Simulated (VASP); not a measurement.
Sc7As, 8 atoms in the cell. The structure is tetragonal, space group P4/mmm (No. 123). Conventional cell: a = 6.389 Å, b = 6.389 Å, c = 4.418 Å, α = 90.00°, β = 90.00°, γ = 90.00°. Sc (site symmetry m2m) has 2 As at 3.14 Å and 10 Sc at 3.15 to 3.23 Å within 4.1 Å. Within 4.2 Å of Sc (site symmetry mmm) lie 10 Sc at 3.16 to 3.19 Å and 2 As at 3.19 Å. Within 4.2 Å of Sc (site symmetry 4/mmm) lie 12 Sc at 3.18 to 3.19 Å. As (site symmetry 4/mmm) has 12 Sc at 3.14 to 3.19 Å within 4.1 Å. The cell was generated, and may not be a known phase.

| Property | Result |
| --- | --- |
| Program | VASP 6.6.1 |
| Task | single point |
| Functional | PBE |
| Potentials or basis | VASP PAW PBE potentials, release 64 (Sc_sv, As) |
| Cutoff | 520 eV |
| k mesh | 4 × 4 × 4 |
| Occupations | gaussian, width 0.1 eV |
| Spin | collinear spin |
| Starting moments | [1.0, 1.0, 1.0, 1.0, 1.0, 1.0, 1.0, 0.0] μB |
| Dipole correction | no |
| Further INCAR settings | ALGO = Normal; EDIFF = 1e-07; NBANDS = 55 |

Potentials or basis: VASP PAW PBE potentials, release 64 (Sc_sv, As).

Command:

```sh
$ cat potpaw_PBE.64/Sc_sv/POTCAR potpaw_PBE.64/As/POTCAR > POTCAR
$ mpirun -np 1 vasp_std > vasp.out
```

Hardware: 1 thread of Intel Xeon 8259CL, with other jobs on the host.

**Question.** How long does it take, and how much memory?

**Answer.** Wall time 15 min on 1 thread of Intel Xeon 8259CL, on a shared host, peak memory 0.44 GiB. Counts: scf iterations 25, k points 18.
